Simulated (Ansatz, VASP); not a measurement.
## Two plane-wave programs on InSb

Contents of INCAR:

```
SYSTEM = InSb
PREC = Accurate ; ENCUT = 520
EDIFF = 1E-7 ; ISMEAR = 0
SIGMA = 0.15 ; LREAL = .False.
LASPH = .True. ; NELM = 60
ALGO = Normal ; ISIF = 2
LWAVE = .False. ; LCHARG = .True.
GGA = PE ; LELF = .True.
LVHAR = .True. ; NBANDS = 16
```

File KPOINTS:

```
regular mesh
0
Gamma
  12 12 12
  0 0 0
```

Contents of POSCAR:

```
InSb
1.0
    0.0000000000      3.3362730000      3.2876865000
    3.3362730000      0.0000000000      3.2876865000
    3.3362730000      3.3362730000      0.0000000000
In Sb
1 1
Direct
    0.0000000000      0.0000000000      0.0000000000
    0.7500000000      0.7500000000      0.7500000000
```

Input for Ansatz:

```yaml
crystal:
  lattice:
    - [0.0, 3.336273, 3.2876865]
    - [3.336273, 0.0, 3.2876865]
    - [3.336273, 3.336273, 0.0]
  atoms:
    - { symbol: In, position: [0.0, 0.0, 0.0] }
    - { symbol: Sb, position: [0.75, 0.75, 0.75] }
basis:
  ecutwfc: 420
kpoints:
  mp_grid: { grid: [12, 12, 12] }
hamiltonian:
  xc: pbe
scf:
  occupations: { method: gaussian, width: 0.15 }
output:
  forces: true
  stress: true
  eigenvalues: true
```

Change from the starting cell: strain +0.030 along x and y, +0.015 along z, atoms carried along.

Alike in both runs: task single point; functional PBE; k mesh 12 × 12 × 12; occupations gaussian, width 0.15 eV; no spin polarisation.

|  | VASP | Ansatz |
| --- | --- | --- |
| version | VASP 6.6.1 | Ansatz 0.2.0 |
| potentials or method | VASP PAW PBE potentials, release 64 (In_d, Sb), cutoff 520 eV | scalar-relativistic, plane waves, PAW |
| valence electrons in the cell | 18 | 28 |

|  | VASP | Ansatz | Ansatz less VASP |
| --- | --- | --- | --- |
| pressure (GPa) | -0.1 | -0.1 | +0.02 |
| traceless stress, the component that is largest in VASP (GPa) | 0.25 | 0.25 | 0.000 |

VASP's potentials hold 18 valence electrons a cell and Ansatz's 28, so a difference there can come from the potentials and not from the codes.

Spin-orbit coupling is off throughout.
